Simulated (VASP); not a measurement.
# Li2P in VASP: notebook

The runs below take Li2P through single point, with PBE.

Everything below comes from runs of VASP 6.6.1. Logs are shortened: lines on timing, memory, paths and dates and some standing lists are left out, and cuts for length are marked.

## Step 1: The cell of the first run

The typed cell holds 6 atoms: a = 4.443 Å, b = 4.457 Å, c = 4.834 Å, α = 100.03°, β = 100.50°, γ = 114.13°.

## Step 2: Single point, PBE

INCAR

```
SYSTEM = Li2P
PREC     = Accurate       ! precision mode
ENCUT    = 520            ! plane-wave cutoff, eV
EDIFF    = 1E-7           ! SCF threshold, eV
ISMEAR   = 0              ! smearing method
SIGMA    = 0.1            ! smearing width, eV
LREAL    = .False.        ! projectors in reciprocal space
LASPH    = .True.         ! aspherical terms in the spheres
NELM     = 60             ! most SCF steps
ALGO     = Normal         ! electronic algorithm
ISIF     = 2              ! what is computed and relaxed
LWAVE    = .False.        ! write WAVECAR
LCHARG   = .False.        ! write CHGCAR
GGA      = PE             ! functional
NBANDS   = 20             ! bands
```

KPOINTS

```
regular mesh
0
Gamma
  6 6 6
  0 0 0
```

POSCAR

```
Li2P
1.0
    1.3903809049     -1.9722369108      3.7308800264
    1.4159258625     -1.9701118630     -3.7385714386
    2.8014519857      3.9390161638     -0.0111462690
Li P
4 2
Direct
    0.3304362176      0.6488372197      1.0060815331
    0.8539012972      0.1739018375      0.4979243883
    0.6461725647      0.3261623165      1.0022179156
    0.1696463979      0.8512669185      0.4939252421
   -0.0383639914      0.9607506669      0.9619107396
    0.5382075140      0.5390810409      0.5379401815
```

Potentials or basis: VASP PAW PBE potentials, release 64 (Li_sv, P).

The run is started by

```bash
cat potpaw_PBE.64/Li_sv/POTCAR potpaw_PBE.64/P/POTCAR > POTCAR
mpirun -np 1 vasp_std > vasp.out
```

OUTCAR:

```text
SYSTEM = Li2P
   PREC = Accurate
   ENCUT = 520
   EDIFF = 1E-7
   ISMEAR = 0
   LREAL = .False.
   LASPH = .True.
   NELM = 60
   ISIF = 2
   GGA = PE

 ion  position               nearest neighbor table
   1  0.330  0.649  0.006-   3 2.38   5 2.55   6 2.64   5 2.64   6 2.76   5 2.77
   2  0.854  0.174  0.498-   4 2.38   6 2.55   5 2.62   6 2.66   6 2.75
   3  0.646  0.326  0.002-   1 2.38   5 2.55   6 2.62   5 2.66   5 2.75
   4  0.170  0.851  0.494-   2 2.38   6 2.55   5 2.64   6 2.64   5 2.76   6 2.77
   5  0.962  0.961  0.962-   6 2.37   1 2.55   3 2.55   2 2.62   4 2.64   1 2.64   3 2.66   3 2.75
                             4 2.76   1 2.77
   6  0.538  0.539  0.538-   5 2.37   4 2.55   2 2.55   3 2.62   1 2.64   4 2.64   2 2.66   2 2.75
                             1 2.76   4 2.77

  LATTYP: Found a triclinic cell.
 ALAT       =     4.4432356751
 B/A-ratio  =     1.6810936881
 C/A-ratio  =     1.7737900409
 COS(alpha) =     0.0007207451
 COS(beta)  =     0.4444347320
 COS(gamma) =     0.8387275526

  Lattice vectors:

 A1 = (   1.3903809049,  -1.9722369108,   3.7308800264)
 A2 = (  -0.0255449576,  -0.0021250478,   7.4694514650)
 A3 = (   0.0048547817,  -7.8813649376,   0.0034548568)

Analysis of symmetry for initial positions (statically):
=====================================================================
 Subroutine PRICEL returns:
 Original cell was already a primitive cell.

 Routine SETGRP: Setting up the symmetry group for a
 triclinic supercell.

 Subroutine GETGRP returns: Found  1 space group operations
 (whereof  1 operations were pure point group operations)
 out of a pool of  2 trial point group operations.

The static configuration has the point symmetry C_1 .

Analysis of symmetry for dynamics (positions and initial velocities):
=====================================================================
 Subroutine PRICEL returns:
 Original cell was already a primitive cell.

 Routine SETGRP: Setting up the symmetry group for a
 triclinic supercell.

 Subroutine GETGRP returns: Found  1 space group operations
 (whereof  1 operations were pure point group operations)
 out of a pool of  2 trial point group operations.

The dynamic configuration has the point symmetry C_1 .

 Subroutine INISYM returns: Found  1 space group operations
 (whereof  1 operations are pure point group operations),
 and found     1 'primitive' translations

----------------------------------------------------------------------------------------

                                     Primitive cell

  volume of cell :      82.5305

  direct lattice vectors                    reciprocal lattice vectors
     1.390380905 -1.972236911  3.730880026     0.178700718 -0.126712560  0.134453733
     1.415925862 -1.970111863 -3.738571439     0.177801182 -0.126830489 -0.133306656
     2.801451986  3.939016164 -0.011146269     0.178402002  0.126991751  0.000646250

  length of vectors
     4.443235675  4.456804147  4.833643119     0.257036623  0.255870862  0.218985380

  position of ions in fractional coordinates (direct lattice)
     0.330436218  0.648837220  0.006081533
     0.853901297  0.173901837  0.497924388
     0.646172565  0.326162317  0.002217916
     0.169646398  0.851266919  0.493925242
     0.961636009  0.960750667  0.961910740
     0.538207514  0.539081041  0.537940181

  ion indices of the primitive-cell ions
   primitive index   ion index
                 1           1
                 2           2
                 3           3
                 4           4
                 5           5
                 6           6

----------------------------------------------------------------------------------------

 KPOINTS: regular mesh

Automatic generation of k-mesh.
 Grid dimensions read from file:
 generate k-points for:    6    6    6

 Generating k-lattice:

  Cartesian coordinates                     Fractional coordinates (reciprocal lattice)
     0.029783453 -0.021118760  0.022408955     0.166666667  0.000000000  0.000000000
     0.029633530 -0.021138415 -0.022217776     0.000000000  0.166666667 -0.000000000
     0.029733667  0.021165292  0.000107708     0.000000000  0.000000000  0.166666667

  Length of vectors
     0.042839437  0.042645144  0.036497563

  Shift w.r.t. Gamma in fractional coordinates (k-lattice)
     0.000000000  0.000000000  0.000000000

 Subroutine IBZKPT returns following result:
 ===========================================

 Found    112 irreducible k-points:

 Following reciprocal coordinates:
            Coordinates               Weight
  0.000000  0.000000  0.000000      1.000000
  0.166667 -0.000000 -0.000000      2.000000
  0.333333 -0.000000 -0.000000      2.000000
  0.500000  0.000000 -0.000000      1.000000
  0.000000  0.166667  0.000000      2.000000
  0.166667  0.166667 -0.000000      2.000000
[... 16 lines left out ...]
  0.333333 -0.000000  0.166667      2.000000
  0.500000  0.000000  0.166667      2.000000
 [... further k-points ...]
   k-points           NKPTS =    112   k-points in BZ     NKDIM =    112   number of bands    NBANDS=     20
   number of dos      NEDOS =    301   number of ions     NIONS =      6
   total plane-waves  NPLWV =  46656
   dimension x,y,z NGX =    36 NGY =   36 NGZ =   36
   dimension x,y,z NGXF=    72 NGYF=   72 NGZF=   72
   ions per type =               4   2
   NGX,Y,Z   is equivalent  to a cutoff of  13.47, 13.43, 12.38 a.u.
   NGXF,Y,Z  is equivalent  to a cutoff of  26.94, 26.86, 24.76 a.u.
 SYSTEM =  Li2P
   PREC   = accura    normal or accurate (medium, high low for compatibility)
   ISTART =      0    job   : 0-new  1-cont  2-samecut
   ICHARG =      2    charge: 1-file 2-atom 10-const
   ISPIN  =      1    spin polarized calculation?
   LNONCOLLINEAR =      F non collinear calculations
   LSORBIT =      F    spin-orbit coupling
   LASPH  =      T    aspherical Exc in radial PAW
   ENCUT  =  520.0 eV  38.22 Ry    6.18 a.u.   8.26  8.29  8.99*2*pi/ulx,y,z
   NELM   =     60;   NELMIN=  2; NELMDL= -5     # of ELM steps
   EDIFF  = 0.1E-06   stopping-criterion for ELM
   LREAL  =      F    real-space projection
   EDIFFG = 0.1E-05   stopping-criterion for IOM
   NSW    =      0    number of steps for IOM
   IBRION =     -1    ionic relax: 0-MD 1-quasi-New 2-CG
   NFREE  =      0    steps in history (QN), initial steepest desc. (CG)
   ISIF   =      2    stress and relaxation
   ISYM   =      2    0-nonsym 1-usesym 2-fastsym
   POTIM  = 0.5000    time-step for ionic-motion
   TEBEG  =    0.0;   TEEND  =   0.0 temperature during run
   PSTRESS=    0.0 pullay stress
   NELECT =      22.0000    total number of electrons
   NUPDOWN=      -1.0000    fix difference up-down
   EMIN   =  10.00;   EMAX   =-10.00  energy-range for DOS
   EFERMI =   0.00;   METHOD = LEGACY
   ISMEAR =     0;   SIGMA  =   0.10  broadening in eV -4-tet -1-fermi 0-gaus
   EFERMI_NEDOS =   21; number of points for ismear=-14 and -15
   IALGO  =     38    algorithm
   IMIX   =      4    mixing-type and parameters
     AMIX     =   0.40;   BMIX     =  1.00
     AMIX_MAG =   1.60;   BMIX_MAG =  1.00
  volume/ion in A,a.u.               =      13.76        92.82
  Fermi-wavevector in a.u.,A,eV,Ry     =   1.053605  1.991024 15.103590  1.110083
  Thomas-Fermi vector in A             =   2.188733
   LORBIT       =      0    0 simple, 1 ext, 2 COOP (PROOUT), +10 PAW based schemes
   GGA     = PE    functional components
   LHFCALC =     F    Hartree Fock is set to
   AEXX    =    0.0000 exact exchange contribution
   IVDW    =     0    specifies the selected vdW correction
   LEPSILON=     F    determine dielectric tensor
   LRPA    =     F    only Hartree local field effects (RPA)
 non-spin polarized calculation
 Gauss-broadening in eV      SIGMA  =   0.10
  energy-cutoff  :      520.00
  volume of cell :       82.53
 maximum number of plane-waves:      2250
 NGX is ok and might be reduce to    36
   NGX = 17   NGY = 17   NGZ = 17

 number of electron      21.9999994 magnetization

 Free energy of the ion-electron system (eV)
  ---------------------------------------------------
  ext. energy  EPLUGINS =         0.00000000
  ---------------------------------------------------
  free energy    TOTEN  =       -21.92932879 eV

  energy without entropy =      -21.92522841  energy(sigma->0) =      -21.92727860

 E-fermi :   4.8631     XC(G=0):  -9.2083

 val. band max:        4.7963463092   @ k =   0.5000   0.5000   0.5000
 cond. band min:       4.8706147606   @ k =  -0.3333   0.3333   0.5000
 fundamental gap:      0.0742684514
 Fermi energy:         4.8630591843

 k-point     1 :       0.0000    0.0000    0.0000
  band No.  band energies     occupation
      1     -41.8352      2.00000
      2     -41.7988      2.00000
      3     -41.7611      2.00000
      4     -41.7578      2.00000
      5      -7.3669      2.00000
      6      -3.2282      2.00000
[... 12 lines left out ...]
     19      11.7159      0.00000
     20      12.2940      0.00000

 k-point     2 :       0.1667   -0.0000   -0.0000
  band No.  band energies     occupation
      1     -41.8316      2.00000
      2     -41.7990      2.00000
      3     -41.7631      2.00000
      4     -41.7592      2.00000
      5      -7.2487      2.00000
      6      -3.6318      2.00000
[... 12 lines left out ...]
     19      12.2600      0.00000
     20      12.7408      0.00000

 k-point     3 :       0.3333   -0.0000   -0.0000
  band No.  band energies     occupation
      1     -41.8220      2.00000
      2     -41.8017      2.00000
      3     -41.7664      2.00000
      4     -41.7627      2.00000
      5      -6.9536      2.00000
      6      -4.3470      2.00000
[... 12 lines left out ...]
     19      12.2841      0.00000
     20      12.5370      0.00000

 k-point     4 :       0.5000    0.0000   -0.0000
  band No.  band energies     occupation
      1     -41.8105      2.00000
      2     -41.8098      2.00000
      3     -41.7666      2.00000
      4     -41.7658      2.00000
      5      -6.7529      2.00000
      6      -4.7183      2.00000
[... 429 lines left out ...]
 k-point    23 :       0.3333   -0.0000    0.1667
  band No.  band energies     occupation
      1     -41.8168      2.00000
      2     -41.8063      2.00000
      3     -41.7701      2.00000
      4     -41.7596      2.00000
      5      -6.7963      2.00000
      6      -4.7081      2.00000
[... 12 lines left out ...]
     19      11.5779      0.00000
     20      12.4031      0.00000

 k-point    24 :       0.5000    0.0000    0.1667
  band No.  band energies     occupation
      1     -41.8139      2.00000
      2     -41.8055      2.00000
      3     -41.7708      2.00000
      4     -41.7626      2.00000
      5      -6.8044      2.00000
      6      -4.5242      2.00000
[... 12 lines left out ...]
     19      11.9499      0.00000
     20      12.5081      0.00000

 [... further k-points ...]
[... 5 lines left out ...]
  --------------------------------------------------------------------------------------
  -------------------------------------------------------------------------------------
  Total       -0.0829250     -0.0109342     -0.0004681     -0.0112274     -0.0003678      0.0021554
  in kB       -1.6098368     -0.2122679     -0.0090870     -0.2179599     -0.0071399      0.0418435
  external PRESSURE =      -0.6103973 kB  Pullay stress =       0.0000000 kB

 VOLUME and BASIS-vectors are now :
 -----------------------------------------------------------------------------
  energy-cutoff  :      520.00
  volume of cell :       82.53
      direct lattice vectors                 reciprocal lattice vectors
     1.390380905 -1.972236911  3.730880026     0.178700718 -0.126712560  0.134453733
     1.415925862 -1.970111863 -3.738571439     0.177801182 -0.126830489 -0.133306656
     2.801451986  3.939016164 -0.011146269     0.178402002  0.126991751  0.000646250

 POSITION                                       TOTAL-FORCE (eV/Angst)
 -----------------------------------------------------------------------------------
      1.39517     -1.90603     -1.19297        -0.001539     -0.000072      0.006283
      2.82839     -0.06537      2.53011        -0.000143      0.000191      0.006019
      1.36646     -1.90825      1.19139        -0.000554     -0.000502     -0.006232
      2.82491     -0.06609     -2.55510         0.001092      0.000553     -0.005996
      5.39214     -0.00038     -0.01481        -0.013084     -0.000819      0.000259
      3.01863     -0.00457     -0.01340         0.014228      0.000649     -0.000333
 -----------------------------------------------------------------------------------
    total drift:                                0.000001     -0.000013     -0.000003

  FREE ENERGIE OF THE ION-ELECTRON SYSTEM (eV)
  ---------------------------------------------------
  free  energy   TOTEN  =       -21.9293287873 eV

  energy  without entropy=      -21.9252284080  energy(sigma->0) =      -21.92727860
```

Wall time 88 s (1 thread of Intel Xeon 6975P-C (Granite Rapids), shared host); peak memory 0.28 GiB.

What came out:

```
Free energy            : -21.9293 eV
Largest force          : 0.014 eV/Å
Band gap on the k mesh : zero (band 11 reaches 5.19 eV, above the bottom of band 12 at 4.80 eV)
```

Forces on the atoms (eV/Å):
```
Li  -0.002  0.000  0.006
Li   0.000  0.000  0.006
Li  -0.001 -0.001 -0.006
Li   0.001  0.001 -0.006
P   -0.013 -0.001  0.000
P    0.014  0.001  0.000
```

Caveat: the cutoff is under 1.25 times the usual one of these potentials, so pressure, stress and relaxed cells hold a basis-set (Pulay) error.

## Step 3: Single point, PBE

INCAR

```
SYSTEM = Li2P
PREC = Accurate
ENCUT = 520
EDIFF = 1E-6
ISMEAR = 0
SIGMA = 0.1
LREAL = .False.
LASPH = .True.
NELM = 60
ALGO = Normal
ISIF = 2
LWAVE = .False.
LCHARG = .False.
GGA = PE
NBANDS = 20
```

KPOINTS

```
regular mesh
0
Gamma
  10 10 8
  0 0 0
```

POSCAR

```
Li2P
1.0
    2.4209937360     -3.7351439176     -0.0008196962
    2.4209937360      3.7351439176     -0.0008196962
   -1.5868668069      0.0000000000      4.5631718175
Li P
4 2
Direct
    0.0785501963      0.3976708159      0.7541535572
    0.6023291841      0.9214498037      0.2458464428
    0.3976708159      0.0785501963      0.7541535572
    0.9214498037      0.6023291841      0.2458464428
    0.7122050143      0.7122050143      0.7128416072
    0.2877949857      0.2877949857      0.2871583928
```

Potentials or basis: VASP PAW PBE potentials, release 64 (Li_sv, P).

The run is started by

```bash
cat potpaw_PBE.64/Li_sv/POTCAR potpaw_PBE.64/P/POTCAR > POTCAR
mpirun -np 1 vasp_std > vasp.out
```

Wall time 2.2 min (1 thread of Intel Xeon 6975P-C (Granite Rapids), shared host); peak memory 0.39 GiB.

The run converged. Its results:

```
Free energy            : -21.9249 eV
Largest force          : 0.027 eV/Å
Band gap on the k mesh : zero (band 11 reaches 5.17 eV, above the bottom of band 12 at 4.77 eV)
```

Forces in eV/Å, atoms in the order of the input:
```
Li   0.001 -0.003 -0.001
Li  -0.001 -0.003  0.001
Li   0.001  0.003 -0.001
Li  -0.001  0.003  0.001
P   -0.014  0.000 -0.023
P    0.014  0.000  0.023
```

Levels at points of the mesh, in eV from the Fermi level:
```
           k point  band 9  band 10  band 11  band 12  band 13  band 14
(0.00, 0.00, 0.00)   -2.75    -2.46    -0.99     0.98     1.04     2.33
(0.50, 0.00, 0.00)   -3.12    -2.42    -2.00    -0.01     2.58     3.20
(0.50, 0.50, 0.00)   -3.30    -2.74    -0.97     0.87     2.06     2.28
(0.00, 0.00, 0.50)   -2.55    -2.01    -1.59     0.35     2.17     2.17
(0.50, 0.00, 0.50)   -3.84    -1.83     0.27     1.32     1.88     3.94
(0.50, 0.50, 0.50)   -3.48    -3.16    -2.09    -0.13     4.94     4.99
```

Caveat: the cutoff is under 1.25 times the usual one of these potentials, so pressure, stress and relaxed cells hold a basis-set (Pulay) error.
